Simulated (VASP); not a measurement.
# Se in VASP: further runs, part 2 of 2

VASP 6.6.1.

## (3) Single point, PBE

This run uses another cell than the first one, of 30.53 Å³/atom.

The input, INCAR:

```
ALGO = Normal
EDIFF = 1E-7
ENCUT = 520
GGA = PE
ISIF = 2
ISMEAR = 0
LASPH = T
LCHARG = F
LREAL = F
LWAVE = F
NBANDS = 16
NELM = 100
PREC = Accurate
SIGMA = 0.05
```

The input, KPOINTS:

```
k-points
0
Gamma
  9 9 6
```

The input, POSCAR:

```
Se
1.0
    4.5342935495      0.0000000000      0.0000000000
   -2.2671467748      3.9268134021      0.0000000000
    0.0000000000      0.0000000000      5.1443077566
Se
3
Direct
    0.2254000000      0.0000000000      0.3333333333
    0.0000000000      0.2254000000      0.6666666667
    0.7746000000      0.7746000000      0.0000000000
```

Potentials or basis: VASP PAW PBE potentials, release 64 (Se).

Launch:

```
$ cat potpaw_PBE.64/Se/POTCAR > POTCAR
$ mpirun -np 1 vasp_std > vasp.out
```

OUTCAR:

```text
EDIFF = 1E-7
   ENCUT = 520
   GGA = PE
   ISIF = 2
   ISMEAR = 0
   LASPH = T
   LREAL = F
   NELM = 100
   PREC = Accurate

 ion  position               nearest neighbor table
   1  0.225  0.000  0.333-   3 2.46   2 2.46
   2  0.000  0.225  0.667-   3 2.46   1 2.46
   3  0.775  0.775  0.000-   1 2.46   2 2.46

  LATTYP: Found a hexagonal cell.
 ALAT       =     4.5342935495
 C/A-ratio  =     1.1345334616

  Lattice vectors:

 A1 = (   4.5342935495,   0.0000000000,   0.0000000000)
 A2 = (  -2.2671467748,   3.9268134021,   0.0000000000)
 A3 = (   0.0000000000,   0.0000000000,   5.1443077566)

Analysis of symmetry for initial positions (statically):
=====================================================================
 Subroutine PRICEL returns:
 Original cell was already a primitive cell.

 Routine SETGRP: Setting up the symmetry group for a
 hexagonal supercell.

 Subroutine GETGRP returns: Found  6 space group operations
 (whereof  2 operations were pure point group operations)
 out of a pool of 24 trial point group operations.

The static configuration has the point symmetry C_2 .
 The point group associated with its full space group is D_3 .

Analysis of symmetry for dynamics (positions and initial velocities):
=====================================================================
 Subroutine PRICEL returns:
 Original cell was already a primitive cell.

 Routine SETGRP: Setting up the symmetry group for a
 hexagonal supercell.

 Subroutine GETGRP returns: Found  6 space group operations
 (whereof  2 operations were pure point group operations)
 out of a pool of 24 trial point group operations.

The dynamic configuration has the point symmetry C_2 .
 The point group associated with its full space group is D_3 .

 Subroutine INISYM returns: Found  6 space group operations
 (whereof  2 operations are pure point group operations),
 and found     1 'primitive' translations

----------------------------------------------------------------------------------------

                                     Primitive cell

  volume of cell :      91.5961

  direct lattice vectors                    reciprocal lattice vectors
     4.534293550  0.000000000  0.000000000     0.220541522  0.127329707  0.000000000
    -2.267146775  3.926813402  0.000000000     0.000000000  0.254659414  0.000000000
     0.000000000  0.000000000  5.144307757     0.000000000  0.000000000  0.194389614

  length of vectors
     4.534293550  4.534293550  5.144307757     0.254659414  0.254659414  0.194389614

  position of ions in fractional coordinates (direct lattice)
     0.225400000  0.000000000  0.333333333
     0.000000000  0.225400000  0.666666667
     0.774600000  0.774600000  0.000000000

  ion indices of the primitive-cell ions
   primitive index   ion index
                 1           1
                 2           2
                 3           3

----------------------------------------------------------------------------------------

 KPOINTS: k-points

Automatic generation of k-mesh.
 Grid dimensions read from file:
 generate k-points for:    9    9    6

 Generating k-lattice:

  Cartesian coordinates                     Fractional coordinates (reciprocal lattice)
     0.024504614  0.014147745  0.000000000     0.111111111 -0.000000000  0.000000000
     0.000000000  0.028295490  0.000000000     0.000000000  0.111111111  0.000000000
     0.000000000  0.000000000  0.032398269     0.000000000  0.000000000  0.166666667

  Length of vectors
     0.028295490  0.028295490  0.032398269

  Shift w.r.t. Gamma in fractional coordinates (k-lattice)
     0.000000000  0.000000000  0.000000000

 Subroutine IBZKPT returns following result:
 ===========================================

 Found     62 irreducible k-points:

 Following reciprocal coordinates:
            Coordinates               Weight
  0.000000  0.000000  0.000000      1.000000
  0.111111  0.000000  0.000000      6.000000
  0.222222  0.000000  0.000000      6.000000
  0.333333 -0.000000  0.000000      6.000000
  0.444444  0.000000  0.000000      6.000000
  0.111111  0.111111  0.000000      6.000000
[... 16 lines left out ...]
  0.222222  0.111111  0.166667     12.000000
 -0.111111  0.333333  0.166667     12.000000
 [... further k-points ...]
   k-points           NKPTS =     62   k-points in BZ     NKDIM =     62   number of bands    NBANDS=     16
   number of dos      NEDOS =    301   number of ions     NIONS =      3
   total plane-waves  NPLWV =  51840
   dimension x,y,z NGX =    36 NGY =   36 NGZ =   40
   dimension x,y,z NGXF=    72 NGYF=   72 NGZF=   80
   ions per type =               3
   NGX,Y,Z   is equivalent  to a cutoff of  13.20, 13.20, 12.93 a.u.
   NGXF,Y,Z  is equivalent  to a cutoff of  26.40, 26.40, 25.85 a.u.
 SYSTEM =  unknown system
   PREC   = accura    normal or accurate (medium, high low for compatibility)
   ISTART =      0    job   : 0-new  1-cont  2-samecut
   ICHARG =      2    charge: 1-file 2-atom 10-const
   ISPIN  =      1    spin polarized calculation?
   LNONCOLLINEAR =      F non collinear calculations
   LSORBIT =      F    spin-orbit coupling
   LASPH  =      T    aspherical Exc in radial PAW
   ENCUT  =  520.0 eV  38.22 Ry    6.18 a.u.   8.43  8.43  9.57*2*pi/ulx,y,z
   NELM   =    100;   NELMIN=  2; NELMDL= -5     # of ELM steps
   EDIFF  = 0.1E-06   stopping-criterion for ELM
   LREAL  =      F    real-space projection
   EDIFFG = 0.1E-05   stopping-criterion for IOM
   NSW    =      0    number of steps for IOM
   IBRION =     -1    ionic relax: 0-MD 1-quasi-New 2-CG
   NFREE  =      0    steps in history (QN), initial steepest desc. (CG)
   ISIF   =      2    stress and relaxation
   ISYM   =      2    0-nonsym 1-usesym 2-fastsym
   POTIM  = 0.5000    time-step for ionic-motion
   TEBEG  =    0.0;   TEEND  =   0.0 temperature during run
   PSTRESS=    0.0 pullay stress
   NELECT =      18.0000    total number of electrons
   NUPDOWN=      -1.0000    fix difference up-down
   EMIN   =  10.00;   EMAX   =-10.00  energy-range for DOS
   EFERMI =   0.00;   METHOD = LEGACY
   ISMEAR =     0;   SIGMA  =   0.05  broadening in eV -4-tet -1-fermi 0-gaus
   EFERMI_NEDOS =   21; number of points for ismear=-14 and -15
   IALGO  =     38    algorithm
   IMIX   =      4    mixing-type and parameters
     AMIX     =   0.40;   BMIX     =  1.00
     AMIX_MAG =   1.60;   BMIX_MAG =  1.00
  volume/ion in A,a.u.               =      30.53       206.04
  Fermi-wavevector in a.u.,A,eV,Ry     =   0.951788  1.798618 12.325513  0.905900
  Thomas-Fermi vector in A             =   2.080290
   LORBIT       =      0    0 simple, 1 ext, 2 COOP (PROOUT), +10 PAW based schemes
   GGA     = PE    functional components
   LHFCALC =     F    Hartree Fock is set to
   AEXX    =    0.0000 exact exchange contribution
   IVDW    =     0    specifies the selected vdW correction
   LEPSILON=     F    determine dielectric tensor
   LRPA    =     F    only Hartree local field effects (RPA)
 non-spin polarized calculation
 Gauss-broadening in eV      SIGMA  =   0.05
  energy-cutoff  :      520.00
  volume of cell :       91.60
 maximum number of plane-waves:      2503
 NGX is ok and might be reduce to    36
   NGX = 17   NGY = 17   NGZ = 19

 number of electron      18.0000001 magnetization

 Free energy of the ion-electron system (eV)
  ---------------------------------------------------
  ext. energy  EPLUGINS =         0.00000000
  ---------------------------------------------------
  free energy    TOTEN  =       -10.45997308 eV

  energy without entropy =      -10.45997308  energy(sigma->0) =      -10.45997308

 E-fermi :   1.8105     XC(G=0):  -8.3580

 val. band max:        1.5595280482   @ k =   0.4444   0.1111   0.5000
 cond. band min:       2.4805571173   @ k =   0.3333   0.3333   0.5000
 fundamental gap:      0.9210290691
 Fermi energy:         1.8105175261

 k-point     1 :       0.0000    0.0000    0.0000
  band No.  band energies     occupation
      1     -13.3882      2.00000
      2      -9.8886      2.00000
      3      -9.8886      2.00000
      4      -1.9190      2.00000
      5      -1.9190      2.00000
      6      -1.6636      2.00000
[... 8 lines left out ...]
     15       8.3221      0.00000
     16      10.0703      0.00000
[... 419 lines left out ...]
 k-point    24 :      -0.1111    0.3333    0.1667
  band No.  band energies     occupation
      1     -13.0460      2.00000
      2     -10.7916      2.00000
      3      -9.2842      2.00000
      4      -2.7930      2.00000
      5      -2.5513      2.00000
      6      -1.4751      2.00000
[... 8 lines left out ...]
     15       9.5734      0.00000
     16      10.6869      0.00000

 [... further k-points ...]
[... 5 lines left out ...]
  --------------------------------------------------------------------------------------
  -------------------------------------------------------------------------------------
  Total       -1.2695855     -1.2695855     -2.0247488      0.0000000      0.0000000      0.0000000
  in kB      -22.2072974    -22.2072974    -35.4164385      0.0000000      0.0000000      0.0000000
  external PRESSURE =     -26.6103444 kB  Pullay stress =       0.0000000 kB

 VOLUME and BASIS-vectors are now :
 -----------------------------------------------------------------------------
  energy-cutoff  :      520.00
  volume of cell :       91.60
      direct lattice vectors                 reciprocal lattice vectors
     4.534293550  0.000000000  0.000000000     0.220541522  0.127329707  0.000000000
    -2.267146775  3.926813402  0.000000000     0.000000000  0.254659414  0.000000000
     0.000000000  0.000000000  5.144307757     0.000000000  0.000000000  0.194389614

 POSITION                                       TOTAL-FORCE (eV/Angst)
 -----------------------------------------------------------------------------------
      1.02203      0.00000      1.71477        -0.606005      0.000000     -0.000000
     -0.51101      0.88510      3.42954         0.303002     -0.524816      0.000000
      1.75613      3.04171      0.00000         0.303002      0.524816      0.000000
 -----------------------------------------------------------------------------------
    total drift:                               -0.000001     -0.000001     -0.000000

  FREE ENERGIE OF THE ION-ELECTRON SYSTEM (eV)
  ---------------------------------------------------
  free  energy   TOTEN  =       -10.4599730753 eV

  energy  without entropy=      -10.4599730753  energy(sigma->0) =      -10.45997308
```

It took 58 s on 1 thread of Intel Xeon Platinum 8488C (Sapphire Rapids), shared host; peak memory 0.25 GiB.

What came out:

* Free energy: -10.4600 eV
* Pressure: -2.7 GPa
* Largest force: 0.606 eV/Å
* Band gap on the k mesh: 0.92 eV (least direct gap 1.09 eV)

Forces on the atoms (eV/Å):
```
Se  -0.606  0.000  0.000
Se   0.303 -0.525  0.000
Se   0.303  0.525  0.000
```

Stress tensor (GPa, compression positive):
```
-2.22  0.00  0.00
 0.00 -2.22  0.00
 0.00  0.00 -3.54
```

## (4) Single point, PBE

The input, INCAR:

```
SYSTEM = Se
ALGO     = Normal         ! electronic algorithm
EDIFF    = 1E-7           ! SCF threshold, eV
ENCUT    = 520            ! plane-wave cutoff, eV
GGA      = PE             ! functional
ISIF     = 2              ! what is computed and relaxed
ISMEAR   = 0              ! smearing method
LASPH    = .TRUE.         ! aspherical terms in the spheres
LCHARG   = .TRUE.         ! write CHGCAR
LELF     = .TRUE.         ! ELF
LREAL    = .FALSE.        ! projectors in reciprocal space
LVHAR    = .TRUE.       
LWAVE    = .FALSE.        ! write WAVECAR
NBANDS   = 16             ! bands
NELM     = 80             ! most SCF steps
PREC     = Accurate       ! precision mode
SIGMA    = 0.05           ! smearing width, eV
```

The input, KPOINTS:

```
k-points
0
G
  9 9 6
  0 0 0
```

The input, POSCAR:

```
Se
1.0
    4.3662000000      0.0000000000      0.0000000000
   -2.1831000000      3.7812401180      0.0000000000
    0.0000000000      0.0000000000      4.9536000000
Se
3
Direct
    0.2254000000      0.0000000000      0.3333333333
    0.0000000000      0.2254000000      0.6666666667
    0.7761790994      0.7651479009     -0.0043519044
```

Launch:

```
$ cat potpaw_PBE.64/Se/POTCAR > POTCAR
$ mpirun -np 1 vasp_std > vasp.out
```

It took 2.7 min on 1 thread of Intel Xeon Platinum 8488C (Sapphire Rapids), shared host; peak memory 0.37 GiB.

Results (log left out):

| Item | Value |
| --- | --- |
| Free energy | -10.4729 eV |
| Pressure | 2.6 GPa |
| Largest force | 0.423 eV/Å |
| Band gap on the k mesh | 1.00 eV (least direct gap 1.20 eV) |

Forces in eV/Å, atoms in the order of the input:
```
Se   0.411 -0.047 -0.089
Se  -0.181  0.250 -0.023
Se  -0.230 -0.203  0.112
```

Stress tensor (GPa, compression positive):
```
 2.11 -0.06 -0.21
-0.06  1.85 -0.01
-0.21 -0.01  3.72
```

Levels at points of the mesh, in eV from the valence-band top:
```tsv
k point	band 6	band 7	band 8	band 9	band 10	band 11	band 12	band 13
(0.00, 0.00, 0.00)	-3.75	-2.08	-2.05	-0.45	1.80	1.84	2.11	6.16
(0.00, 0.00, 0.50)	-3.36	-1.60	-1.56	-1.15	1.07	1.21	1.28	6.25
```

A k mesh can miss the band edges. Expect the measured gap to be larger: semilocal functionals such as PBE lack the derivative discontinuity.

## (5) The runs side by side

| cell | gap on the mesh (eV) | pressure (GPa) | largest force (eV/Å) |
| --- | --- | --- | --- |
| a = 4.366, b = 4.366, c = 4.954 Å, angles 90.0, 90.0, 120.0°, 3 atoms, atomic positions A | 1.02 | 2.9 | 0.43 |
| a = 4.534, b = 4.534, c = 5.144 Å, angles 90.0, 90.0, 120.0°, 3 atoms, atomic positions A | 0.92 | -2.7 | 0.61 |
| a = 4.366, b = 4.366, c = 4.954 Å, angles 90.0, 90.0, 120.0°, 3 atoms, atomic positions B | 1.00 | 2.6 | 0.42 |

Alike in all rows: task single point; level PBE; potentials or basis VASP PAW PBE potentials, release 64 (Se); no spin polarisation; k mesh 9 × 9 × 6; cutoff (eV) 520; smearing gaussian 0.05 eV.

Total energies depend on the potentials used, so only differences within one code and one set of settings carry meaning.
